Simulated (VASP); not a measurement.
# Rh (Im-3m) in VASP: further runs

Runs on Rh. Level: PBE. Tasks: single point.

All numbers are computed with VASP 6.6.1; they aren't measurements. Logs are shortened: lines on timing, memory, paths and dates and some standing lists are left out, and cuts for length are marked.

## 1. The cell of the first run

The structure is cubic, space group Im-3m (No. 229). The conventional cell has a = 2.971 Å, b = 2.971 Å, c = 2.971 Å, α = 90.00°, β = 90.00°, γ = 90.00°. Within 3.4 Å of Rh (site symmetry m-3m) lie 14 Rh at 2.57 to 2.97 Å.

## 2. Single point, PBE

INCAR reads:

```
ALGO = Normal
EDIFF = 1E-6
ENCUT = 520
GGA = PE
ISIF = 2
ISMEAR = -1
LASPH = T
LCHARG = F
LREAL = F
LWAVE = F
NBANDS = 14
NELM = 100
PREC = Accurate
SIGMA = 0.1
```

KPOINTS reads:

```
k-points
0
Gamma
  20 20 20
```

POSCAR reads:

```
Rh
1.0
    1.4853708528      1.4853708528      1.4853708528
   -1.4853708528      1.4853708528      1.4853708528
   -1.4853708528     -1.4853708528      1.4853708528
Rh
1
Direct
    0.0000000000      0.0000000000      0.0000000000
```

Potentials or basis: VASP PAW PBE potentials, release 64 (Rh_pv).

Run with:

```console
$ cat potpaw_PBE.64/Rh_pv/POTCAR > POTCAR
$ mpirun -np 1 vasp_std > vasp.out
```

OUTCAR:

```text
EDIFF = 1E-6
   ENCUT = 520
   GGA = PE
   ISIF = 2
   ISMEAR = -1
   LASPH = T
   LREAL = F
   NELM = 100
   PREC = Accurate

 ion  position               nearest neighbor table
   1  0.000  0.000  0.000-

  LATTYP: Found a body centered cubic cell.
 ALAT       =     2.9707417056

  Lattice vectors:

 A1 = (   1.4853708528,  -1.4853708528,  -1.4853708528)
 A2 = (   1.4853708528,   1.4853708528,   1.4853708528)
 A3 = (  -1.4853708528,  -1.4853708528,   1.4853708528)

Analysis of symmetry for initial positions (statically):
=====================================================================
 Subroutine PRICEL returns:
 Original cell was already a primitive cell.

 Routine SETGRP: Setting up the symmetry group for a
 body centered cubic supercell.

 Subroutine GETGRP returns: Found 48 space group operations
[... 9 lines left out ...]

 Routine SETGRP: Setting up the symmetry group for a
 body centered cubic supercell.

 Subroutine GETGRP returns: Found 48 space group operations
[... 11 lines left out ...]
                                     Primitive cell

  volume of cell :      13.1089

  direct lattice vectors                    reciprocal lattice vectors
     1.485370853  1.485370853  1.485370853     0.336616273  0.000000000  0.336616273
    -1.485370853  1.485370853  1.485370853    -0.336616273  0.336616273  0.000000000
    -1.485370853 -1.485370853  1.485370853     0.000000000 -0.336616273  0.336616273

  length of vectors
     2.572737785  2.572737785  2.572737785     0.476047298  0.476047298  0.476047298

  position of ions in fractional coordinates (direct lattice)
     0.000000000  0.000000000  0.000000000

  ion indices of the primitive-cell ions
   primitive index   ion index
                 1           1

----------------------------------------------------------------------------------------

 KPOINTS: k-points

Automatic generation of k-mesh.
 Grid dimensions read from file:
 generate k-points for:   20   20   20

 Generating k-lattice:

  Cartesian coordinates                     Fractional coordinates (reciprocal lattice)
     0.016830814  0.000000000  0.016830814     0.050000000  0.000000000  0.000000000
    -0.016830814  0.016830814  0.000000000     0.000000000  0.050000000  0.000000000
     0.000000000 -0.016830814  0.016830814     0.000000000  0.000000000  0.050000000

  Length of vectors
     0.023802365  0.023802365  0.023802365

  Shift w.r.t. Gamma in fractional coordinates (k-lattice)
     0.000000000  0.000000000  0.000000000

 Subroutine IBZKPT returns following result:
 ===========================================

 Found    256 irreducible k-points:

 Following reciprocal coordinates:
            Coordinates               Weight
  0.000000  0.000000  0.000000      1.000000
  0.050000  0.000000  0.000000     12.000000
  0.100000  0.000000  0.000000     12.000000
  0.150000  0.000000  0.000000     12.000000
  0.200000  0.000000  0.000000     12.000000
  0.250000  0.000000  0.000000     12.000000
[... 16 lines left out ...]
  0.300000  0.100000  0.000000     48.000000
  0.350000  0.100000  0.000000     48.000000
 [... further k-points ...]
   k-points           NKPTS =    256   k-points in BZ     NKDIM =    256   number of bands    NBANDS=     14
   number of dos      NEDOS =    301   number of ions     NIONS =      1
   total plane-waves  NPLWV =   8000
   dimension x,y,z NGX =    20 NGY =   20 NGZ =   20
   dimension x,y,z NGXF=    40 NGYF=   40 NGZF=   40
   ions per type =               1
   NGX,Y,Z   is equivalent  to a cutoff of  12.92, 12.92, 12.92 a.u.
   NGXF,Y,Z  is equivalent  to a cutoff of  25.85, 25.85, 25.85 a.u.
 SYSTEM =  unknown system
   PREC   = accura    normal or accurate (medium, high low for compatibility)
   ISTART =      0    job   : 0-new  1-cont  2-samecut
   ICHARG =      2    charge: 1-file 2-atom 10-const
   ISPIN  =      1    spin polarized calculation?
   LNONCOLLINEAR =      F non collinear calculations
   LSORBIT =      F    spin-orbit coupling
   LASPH  =      T    aspherical Exc in radial PAW
   ENCUT  =  520.0 eV  38.22 Ry    6.18 a.u.   4.78  4.78  4.78*2*pi/ulx,y,z
   NELM   =    100;   NELMIN=  2; NELMDL= -5     # of ELM steps
   EDIFF  = 0.1E-05   stopping-criterion for ELM
   LREAL  =      F    real-space projection
   EDIFFG = 0.1E-04   stopping-criterion for IOM
   NSW    =      0    number of steps for IOM
   IBRION =     -1    ionic relax: 0-MD 1-quasi-New 2-CG
   NFREE  =      0    steps in history (QN), initial steepest desc. (CG)
   ISIF   =      2    stress and relaxation
   ISYM   =      2    0-nonsym 1-usesym 2-fastsym
   POTIM  = 0.5000    time-step for ionic-motion
   TEBEG  =    0.0;   TEEND  =   0.0 temperature during run
   PSTRESS=    0.0 pullay stress
   NELECT =      15.0000    total number of electrons
   NUPDOWN=      -1.0000    fix difference up-down
   EMIN   =  10.00;   EMAX   =-10.00  energy-range for DOS
   EFERMI =   0.00;   METHOD = LEGACY
   ISMEAR =    -1;   SIGMA  =   0.10  broadening in eV -4-tet -1-fermi 0-gaus
   EFERMI_NEDOS =   21; number of points for ismear=-14 and -15
   IALGO  =     38    algorithm
   IMIX   =      4    mixing-type and parameters
     AMIX     =   0.40;   BMIX     =  1.00
     AMIX_MAG =   1.60;   BMIX_MAG =  1.00
  volume/ion in A,a.u.               =      13.11        88.46
  Fermi-wavevector in a.u.,A,eV,Ry     =   1.712315  3.235806 39.892595  2.932023
  Thomas-Fermi vector in A             =   2.790267
   LORBIT       =      0    0 simple, 1 ext, 2 COOP (PROOUT), +10 PAW based schemes
   GGA     = PE    functional components
   LHFCALC =     F    Hartree Fock is set to
   AEXX    =    0.0000 exact exchange contribution
   IVDW    =     0    specifies the selected vdW correction
   LEPSILON=     F    determine dielectric tensor
   LRPA    =     F    only Hartree local field effects (RPA)
 non-spin polarized calculation
  energy-cutoff  :      520.00
  volume of cell :       13.11
 maximum number of plane-waves:       370
   NGX =  9   NGY =  9   NGZ =  9

 number of electron      15.0000003 magnetization

 Free energy of the ion-electron system (eV)
  ---------------------------------------------------
  ext. energy  EPLUGINS =         0.00000000
  ---------------------------------------------------
  free energy    TOTEN  =        -6.82763825 eV

  energy without entropy =       -6.76303048  energy(sigma->0) =       -6.79533436

 E-fermi :  12.6187     XC(G=0): -14.3215

 val. band max:       12.6156702040   @ k =   0.2500  -0.4500   0.0500
 cond. band min:      12.6295413412   @ k =   0.2000  -0.4500   0.0500
 fundamental gap:      0.0138711372
 Fermi energy:        12.6187044733

 k-point     1 :       0.0000    0.0000    0.0000
  band No.  band energies     occupation
      1     -33.4961      2.00000
      2     -33.4961      2.00000
      3     -33.4961      2.00000
      4       4.4944      2.00000
      5       9.4151      2.00000
      6       9.4151      2.00000
      7       9.4151      2.00000
      8      12.0919      1.98974
      9      12.0919      1.98974
     10      31.1710      0.00000
     11      31.1710      0.00000
     12      31.1710      0.00000
     13      33.5170      0.00000
     14      42.0497      0.00000

 k-point     2 :       0.0500    0.0000    0.0000
  band No.  band energies     occupation
      1     -33.5186      2.00000
      2     -33.5034      2.00000
      3     -33.4961      2.00000
      4       4.6067      2.00000
      5       9.3672      2.00000
      6       9.4142      2.00000
      7       9.5073      2.00000
      8      12.0293      1.99451
      9      12.0950      1.98942
     10      31.2252      0.00000
     11      31.2562      0.00000
     12      31.3375      0.00000
     13      33.5174      0.00000
     14      41.0931      0.00000

 k-point     3 :       0.1000    0.0000    0.0000
  band No.  band energies     occupation
      1     -33.5835      2.00000
      2     -33.5245      2.00000
      3     -33.4962      2.00000
      4       4.9317      2.00000
      5       9.2307      2.00000
      6       9.4066      2.00000
      7       9.7799      2.00000
      8      11.8745      1.99883
      9      12.1057      1.98824
     10      31.3336      0.00000
     11      31.4198      0.00000
     12      31.8262      0.00000
     13      33.5175      0.00000
     14      39.6227      0.00000

 k-point     4 :       0.1500    0.0000    0.0000
  band No.  band energies     occupation
      1     -33.6839      2.00000
      2     -33.5574      2.00000
      3     -33.4963      2.00000
      4       5.4259      2.00000
      5       9.0250      2.00000
      6       9.3920      2.00000
      7      10.2215      2.00000
      8      11.7103      1.99977
      9      12.1276      1.98538
     10      31.3261      0.00000
     11      31.3915      0.00000
     12      32.6054      0.00000
     13      33.5172      0.00000
     14      38.5609      0.00000

 k-point     5 :       0.2000    0.0000    0.0000
  band No.  band energies     occupation
      1     -33.8089      2.00000
      2     -33.5986      2.00000
      3     -33.4965      2.00000
      4       5.9906      2.00000
      5       8.7767      2.00000
      6       9.4249      2.00000
      7      10.8112      2.00000
      8      11.6207      1.99991
      9      12.1647      1.97888
     10      30.8261      0.00000
     11      30.9818      0.00000
[... 276 lines left out ...]
 k-point    22 :       0.2500    0.1000    0.0000
  band No.  band energies     occupation
      1     -33.8511      2.00000
      2     -33.5952      2.00000
      3     -33.5236      2.00000
      4       6.2674      2.00000
      5       8.8268      2.00000
      6       9.0818      2.00000
      7      11.2450      2.00000
      8      11.4702      1.99998
      9      12.2971      1.92290
     10      30.7430      0.00000
     11      31.1294      0.00000
     12      33.2327      0.00000
     13      33.5164      0.00000
     14      37.4712      0.00000

 k-point    23 :       0.3000    0.1000    0.0000
  band No.  band energies     occupation
      1     -33.9720      2.00000
      2     -33.6449      2.00000
      3     -33.5263      2.00000
      4       6.7272      2.00000
      5       8.5698      2.00000
      6       9.2137      2.00000
      7      11.4677      1.99998
      8      12.0261      1.99468
      9      12.4220      1.75463
     10      29.6421      0.00000
     11      30.2579      0.00000
     12      33.5155      0.00000
     13      34.1567      0.00000
     14      35.9844      0.00000

 k-point    24 :       0.3500    0.1000    0.0000
  band No.  band energies     occupation
      1     -34.0902      2.00000
      2     -33.6965      2.00000
      3     -33.5279      2.00000
      4       6.8953      2.00000
      5       8.3242      2.00000
      6       9.6954      2.00000
      7      11.5787      1.99994
      8      12.4239      1.75053
      9      13.0363      0.03026
     10      27.9980      0.00000
     11      29.4209      0.00000
     12      33.5118      0.00000
     13      34.1583      0.00000
     14      35.6563      0.00000

 [... further k-points ...]
[... 5 lines left out ...]
  --------------------------------------------------------------------------------------
  -------------------------------------------------------------------------------------
  Total        2.4654276      2.4654276      2.4654276      0.0000000      0.0000000     -0.0000000
  in kB      301.3270725    301.3270725    301.3270725      0.0000000      0.0000000     -0.0000000
  external PRESSURE =     301.3270725 kB  Pullay stress =       0.0000000 kB

 VOLUME and BASIS-vectors are now :
 -----------------------------------------------------------------------------
  energy-cutoff  :      520.00
  volume of cell :       13.11
      direct lattice vectors                 reciprocal lattice vectors
     1.485370853  1.485370853  1.485370853     0.336616273  0.000000000  0.336616273
    -1.485370853  1.485370853  1.485370853    -0.336616273  0.336616273  0.000000000
    -1.485370853 -1.485370853  1.485370853     0.000000000 -0.336616273  0.336616273

 POSITION                                       TOTAL-FORCE (eV/Angst)
 -----------------------------------------------------------------------------------
      0.00000      0.00000      0.00000         0.000000      0.000000      0.000000
 -----------------------------------------------------------------------------------
    total drift:                               -0.000000     -0.000000      0.000000

  FREE ENERGIE OF THE ION-ELECTRON SYSTEM (eV)
  ---------------------------------------------------
  free  energy   TOTEN  =        -6.8276382484 eV

  energy  without entropy=       -6.7630304797  energy(sigma->0) =       -6.79533436
```

Wall time 19 s (1 thread of Intel Xeon Platinum 8488C (Sapphire Rapids), shared host); peak memory 0.16 GiB.

Results:

```yaml
Free_energy: -6.8276 eV
Pressure: 30.1 GPa
```

## 3. Single point, PBE

This run uses another cell than the first one, of 13.49 Å³/atom, 1.029 times its volume.

INCAR reads:

```
SYSTEM = Rh
  ALGO = Normal
  EDIFF = 1E-7
  ENCUT = 520
  GGA = PE
  ISIF = 2
  ISMEAR = -1
  LASPH = .True.
  LCHARG = .False.
  LREAL = .False.
  LWAVE = .False.
  NBANDS = 14
  NELM = 80
  PREC = Accurate
  SIGMA = 0.1
```

KPOINTS reads:

```
k-points
0
Gamma
  20 20 20
  0 0 0
```

POSCAR reads:

```
Rh
1.0
    1.4995333987      1.4995333987      1.4995333987
   -1.4995333987      1.4995333987      1.4995333987
   -1.4995333987     -1.4995333987      1.4995333987
Rh
1
Direct
    0.0000000000      0.0000000000      0.0000000000
```

Potentials or basis: VASP PAW PBE potentials, release 64 (Rh_pv).

Run with:

```console
$ cat potpaw_PBE.64/Rh_pv/POTCAR > POTCAR
$ mpirun -np 1 vasp_std > vasp.out
```

OUTCAR:

```text
SYSTEM = Rh
   EDIFF = 1E-7
   ENCUT = 520
   GGA = PE
   ISIF = 2
   ISMEAR = -1
   LASPH = .True.
   LREAL = .False.
   NELM = 80
   PREC = Accurate

 ion  position               nearest neighbor table
   1  0.000  0.000  0.000-

  LATTYP: Found a body centered cubic cell.
 ALAT       =     2.9990667974

  Lattice vectors:

 A1 = (   1.4995333987,  -1.4995333987,  -1.4995333987)
 A2 = (   1.4995333987,   1.4995333987,   1.4995333987)
 A3 = (  -1.4995333987,  -1.4995333987,   1.4995333987)

Analysis of symmetry for initial positions (statically):
[... 578 lines left out ...]
      9      12.4906      0.03546
     10      27.1593      0.00000
     11      28.7464      0.00000
     12      33.0298      0.00000
     13      33.2337      0.00000
     14      34.8739      0.00000

 [... further k-points ...]
[... 5 lines left out ...]
  --------------------------------------------------------------------------------------
  -------------------------------------------------------------------------------------
  Total        1.6921244      1.6921244      1.6921244      0.0000000      0.0000000      0.0000000
  in kB      201.0085183    201.0085183    201.0085183      0.0000000      0.0000000      0.0000000
  external PRESSURE =     201.0085183 kB  Pullay stress =       0.0000000 kB

 VOLUME and BASIS-vectors are now :
 -----------------------------------------------------------------------------
  energy-cutoff  :      520.00
  volume of cell :       13.49
      direct lattice vectors                 reciprocal lattice vectors
     1.499533399  1.499533399  1.499533399     0.333437055  0.000000000  0.333437055
    -1.499533399  1.499533399  1.499533399    -0.333437055  0.333437055  0.000000000
    -1.499533399 -1.499533399  1.499533399     0.000000000 -0.333437055  0.333437055

 POSITION                                       TOTAL-FORCE (eV/Angst)
 -----------------------------------------------------------------------------------
      0.00000      0.00000      0.00000        -0.000000     -0.000000      0.000000
 -----------------------------------------------------------------------------------
    total drift:                                0.000000      0.000000      0.000000

  FREE ENERGIE OF THE ION-ELECTRON SYSTEM (eV)
  ---------------------------------------------------
  free  energy   TOTEN  =        -6.8869032840 eV

  energy  without entropy=       -6.8197094094  energy(sigma->0) =       -6.85330635
```

OSZICAR:

```text
N       E                     dE             d eps       ncg     rms          rms(c)
DAV:   1     0.120671216494E+03    0.12067E+03   -0.88218E+03  7206   0.116E+03
DAV:   2    -0.571424990304E+01   -0.12639E+03   -0.12083E+03  7918   0.342E+02
DAV:   3    -0.728146766082E+01   -0.15672E+01   -0.15633E+01  8740   0.418E+01
DAV:   4    -0.728718324028E+01   -0.57156E-02   -0.57154E-02  8158   0.259E+00
DAV:   5    -0.728723394456E+01   -0.50704E-04   -0.50705E-04  8674   0.214E-01    0.112E+01
DAV:   6    -0.690692469136E+01    0.38031E+00   -0.64679E-01  7570   0.108E+01    0.455E+00
DAV:   7    -0.688995658344E+01    0.16968E-01   -0.19873E-02  8554   0.166E+00    0.202E+00
DAV:   8    -0.688700121079E+01    0.29554E-02   -0.35894E-03  7384   0.800E-01    0.192E-01
DAV:   9    -0.688690162849E+01    0.99582E-04   -0.94053E-05  8296   0.135E-01    0.147E-02
DAV:  10    -0.688690330456E+01   -0.16761E-05   -0.23327E-06  8062   0.185E-02    0.201E-03
DAV:  11    -0.688690328398E+01    0.20579E-07   -0.14320E-07  6390   0.498E-03
   1 F= -.68869033E+01 E0= -.68533063E+01  d E =-.671939E-01
```

stdout:

```text
POSCAR found type information on POSCAR Rh
 POSCAR found :  1 types and       1 ions
 scaLAPACK will be used
 LDA part: xc-table for (Slater+PW92), standard interpolation
 POSCAR, INCAR and KPOINTS ok, starting setup
 FFT: planning ... GRIDC
 FFT: planning ... GRID_SOFT
 FFT: planning ... GRID
 WAVECAR not read
 entering main loop
```

It took 20 s on 1 thread of Intel Xeon Platinum 8488C (Sapphire Rapids), shared host; peak memory 0.16 GiB.

Results:

- Free energy: -6.8869 eV
- Pressure: 20.1 GPa

(Continued in part 2 of 2.)
